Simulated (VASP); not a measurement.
# SnTe (F-43m) in VASP: further runs, part 2 of 2

VASP 6.6.1. Earlier steps stand in the parts before.

## 3. Single point, r2SCAN

Input file POSCAR:

```
SnTe
1.0
    0.0000000000      3.5839840137      3.5839840137
    3.5839840137      0.0000000000      3.5839840137
    3.5839840137      3.5839840137      0.0000000000
Sn Te
1 1
Direct
    0.0000000000      0.0000000000      0.0000000000
    0.2500000000      0.2500000000      0.2500000000
```

Input file INCAR.step1:

```
SYSTEM = SnTe
  PREC = Accurate
  ENCUT = 520
  ISMEAR = -1
  SIGMA = 0.02
  LREAL = .False.
  LASPH = .True.
  NELM = 80
  NBANDS = 17
  GGA = PE
  ALGO = Normal
  EDIFF = 1E-4
  LWAVE = .True.
  LCHARG = .False.
```

Input file INCAR.step2:

```
SYSTEM = SnTe
  PREC = Accurate
  ENCUT = 520
  EDIFF = 1E-6
  ISMEAR = -1
  SIGMA = 0.02
  LREAL = .False.
  LASPH = .True.
  NELM = 80
  ALGO = Normal
  ISIF = 2
  LWAVE = .False.
  LCHARG = .True.
  METAGGA = R2SCAN
  LMIXTAU = .True.
  LELF = .True.
  LVHAR = .True.
  NBANDS = 17
  ISTART = 1
```

Input file KPOINTS:

```
regular mesh
0
Gamma
  4 4 4
  0 0 0
```

Potentials or basis: VASP PAW PBE potentials, release 64 (Sn_d, Te).

Run with:

```sh
$ cat potpaw_PBE.64/Sn_d/POTCAR potpaw_PBE.64/Te/POTCAR > POTCAR
$ cp INCAR.step1 INCAR
$ mpirun -np 1 vasp_std > vasp.out
$ cp INCAR.step2 INCAR
$ mpirun -np 1 vasp_std > vasp.out
```

OUTCAR:

```text
SYSTEM = SnTe
   PREC = Accurate
   ENCUT = 520
   EDIFF = 1E-6
   ISMEAR = -1
   LREAL = .False.
   LASPH = .True.
   NELM = 80
   ISIF = 2
   METAGGA = R2SCAN
   ISTART = 1

 ion  position               nearest neighbor table
   1  0.000  0.000  0.000-   2 3.10   2 3.10   2 3.10   2 3.10
   2  0.250  0.250  0.250-   1 3.10   1 3.10   1 3.10   1 3.10

  LATTYP: Found a face centered cubic cell.
 ALAT       =     7.1679680274

  Lattice vectors:

[... 327 lines left out ...]

------------------------ aborting loop because EDIFF is reached ----------------------------------------

  FORCE on cell =-STRESS in cart. coord.  units (eV):
  Direction    XX          YY          ZZ          XY          YZ          ZX
  --------------------------------------------------------------------------------------
  -------------------------------------------------------------------------------------
  Total       -0.1111432     -0.1111432     -0.1111432      0.0000000      0.0000000     -0.0000000
  in kB       -1.9340397     -1.9340397     -1.9340397      0.0000000      0.0000000     -0.0000000
  external PRESSURE =      -1.9340397 kB  Pullay stress =       0.0000000 kB

 VOLUME and BASIS-vectors are now :
 -----------------------------------------------------------------------------
  energy-cutoff  :      520.00
  volume of cell :       92.07
      direct lattice vectors                 reciprocal lattice vectors
     0.000000000  3.583984014  3.583984014    -0.139509551  0.139509551  0.139509551
     3.583984014  0.000000000  3.583984014     0.139509551 -0.139509551  0.139509551
     3.583984014  3.583984014  0.000000000     0.139509551  0.139509551 -0.139509551

 POSITION                                       TOTAL-FORCE (eV/Angst)
 -----------------------------------------------------------------------------------
      0.00000      0.00000      0.00000        -0.000000     -0.000000      0.000000
      1.79199      1.79199      1.79199         0.000000      0.000000     -0.000000
 -----------------------------------------------------------------------------------
    total drift:                                0.000002      0.000002      0.000002

  FREE ENERGIE OF THE ION-ELECTRON SYSTEM (eV)
  ---------------------------------------------------
  free  energy   TOTEN  =       -50.0794084559 eV

  energy  without entropy=      -50.0777235672  energy(sigma->0) =      -50.07856601
```

It used 89 s of CPU time on 1 thread of AMD EPYC 7R13 Processor (Zen 3), with other jobs on the host.

What came out:

- Free energy: -50.0794 eV
- Pressure: -0.2 GPa
- Band gap on the k mesh: 0.09 eV (least direct gap 0.87 eV)

Caveat: the PAW data sets were made with another functional, which shifts forces and pressure a little; spin-orbit coupling is left out, which moves the levels of the heavy elements. A k mesh can miss the band edges.

## 4. Single point, r2SCAN

POSCAR is that of step 3.

Input file INCAR.step1:

```
SYSTEM = SnTe
ALGO     = Normal         ! electronic algorithm
EDIFF    = 1E-4           ! SCF threshold, eV
ENCUT    = 520            ! plane-wave cutoff, eV
GGA      = PE             ! functional
ISMEAR   = 0              ! smearing method
LASPH    = .TRUE.         ! aspherical terms in the spheres
LCHARG   = .FALSE.        ! write CHGCAR
LREAL    = .FALSE.        ! projectors in reciprocal space
LWAVE    = .TRUE.         ! write WAVECAR
NBANDS   = 17             ! bands
NELM     = 60             ! most SCF steps
PREC     = Accurate       ! precision mode
SIGMA    = 0.05           ! smearing width, eV
```

Input file INCAR.step2:

```
SYSTEM = SnTe
ALGO     = Normal         ! electronic algorithm
EDIFF    = 1E-6           ! SCF threshold, eV
ENCUT    = 520            ! plane-wave cutoff, eV
ISIF     = 2              ! what is computed and relaxed
ISMEAR   = 0              ! smearing method
ISTART   = 1            
LASPH    = .TRUE.         ! aspherical terms in the spheres
LCHARG   = .TRUE.         ! write CHGCAR
LELF     = .TRUE.         ! ELF
LMIXTAU  = .TRUE.       
LREAL    = .FALSE.        ! projectors in reciprocal space
LVHAR    = .TRUE.       
LWAVE    = .FALSE.        ! write WAVECAR
METAGGA  = R2SCAN         ! meta-GGA
NBANDS   = 17             ! bands
NELM     = 60             ! most SCF steps
PREC     = Accurate       ! precision mode
SIGMA    = 0.05           ! smearing width, eV
```

Input file KPOINTS:

```
k-points
0
G
  4 4 4
  0 0 0
```

Run with:

```sh
$ cat potpaw_PBE.64/Sn_d/POTCAR potpaw_PBE.64/Te/POTCAR > POTCAR
$ cp INCAR.step1 INCAR
$ mpirun -np 1 vasp_std > vasp.out
$ cp INCAR.step2 INCAR
$ mpirun -np 1 vasp_std > vasp.out
```

It used 84 s of CPU time on 1 thread of AMD EPYC 7R13 Processor (Zen 3) (shared host).

The run converged. Its results:

```yaml
Free_energy: -50.0793 eV
Pressure: -0.2 GPa
Band_gap_on_the_k_mesh: 0.09 eV (least direct gap 0.87 eV)
```

Levels at points of the mesh, in eV from the valence-band top:
| k point | band 8 | band 9 | band 10 | band 11 | band 12 | band 13 |
| --- | --- | --- | --- | --- | --- | --- |
| (0.00, 0.00, 0.00) | -2.24 | -2.24 | -2.24 | 1.01 | 1.01 | 1.01 |
| (0.50, 0.00, 0.00) | -2.81 | -2.81 | -2.18 | 1.86 | 1.86 | 3.65 |
| (0.50, 0.50, 0.00) | -3.51 | -3.51 | -0.78 | 0.09 | 4.15 | 4.15 |

Caveat: the PAW data sets were made with another functional, which shifts forces and pressure a little; spin-orbit coupling is left out, which moves the levels of the heavy elements. A k mesh can miss the band edges.

## 5. Single point, r2SCAN

POSCAR is that of step 4.

Input file INCAR.step1:

```
SYSTEM = SnTe
PREC = Accurate
ENCUT = 520
ISMEAR = -1
SIGMA = 0.2
LREAL = .False.
LASPH = .True.
NELM = 60
NBANDS = 17
GGA = PE
ALGO = Normal
EDIFF = 1E-4
LWAVE = .True.
LCHARG = .False.
```

Input file INCAR.step2:

```
SYSTEM = SnTe
PREC = Accurate
ENCUT = 520
EDIFF = 1E-6
ISMEAR = -1
SIGMA = 0.2
LREAL = .False.
LASPH = .True.
NELM = 60
ALGO = Normal
ISIF = 2
LWAVE = .False.
LCHARG = .False.
METAGGA = R2SCAN
LMIXTAU = .True.
NBANDS = 17
ISTART = 1
```

Input file KPOINTS:

```
Automatic mesh
0
Gamma
  4 4 4
  0 0 0
```

Run with:

```sh
$ cat potpaw_PBE.64/Sn_d/POTCAR potpaw_PBE.64/Te/POTCAR > POTCAR
$ cp INCAR.step1 INCAR
$ mpirun -np 1 vasp_std > vasp.out
$ cp INCAR.step2 INCAR
$ mpirun -np 1 vasp_std > vasp.out
```

It used 92 s of CPU time on 1 thread of AMD EPYC 7R13 Processor (Zen 3) (shared host).

Results (log left out):

```yaml
Free_energy: -50.1228 eV
Pressure: -0.5 GPa
Band_gap_on_the_k_mesh: 0.11 eV (least direct gap 0.89 eV)
```

Levels at points of the mesh, in eV from the valence-band top:
| k point | band 8 | band 9 | band 10 | band 11 | band 12 | band 13 |
| --- | --- | --- | --- | --- | --- | --- |
| (0.00, 0.00, 0.00) | -2.25 | -2.25 | -2.25 | 1.03 | 1.03 | 1.03 |
| (0.50, 0.00, 0.00) | -2.81 | -2.81 | -2.17 | 1.88 | 1.88 | 3.65 |
| (0.50, 0.50, 0.00) | -3.50 | -3.50 | -0.77 | 0.11 | 4.16 | 4.16 |

Caveat: the PAW data sets were made with another functional, which shifts forces and pressure a little; spin-orbit coupling is left out, which moves the levels of the heavy elements.

## 6. Summary

```tsv
smearing	gap on the mesh (eV)	pressure (GPa)
methfessel-paxton 0.001 eV	0.09	-0.1
fermi-dirac 0.02 eV	0.09	-0.2
gaussian 0.05 eV	0.09	-0.2
fermi-dirac 0.2 eV	0.11	-0.5
```

Alike in all rows: task single point; level r2SCAN; potentials or basis VASP PAW PBE potentials, release 64 (Sn_d, Te); no spin polarisation; cell as given; k mesh 4 × 4 × 4; cutoff (eV) 520.

Caveats: the PAW data sets were made with another functional, which shifts forces and pressure a little; spin-orbit coupling is left out, which moves the levels of the heavy elements.

Absolute energies hang on the potentials; compare differences alone.
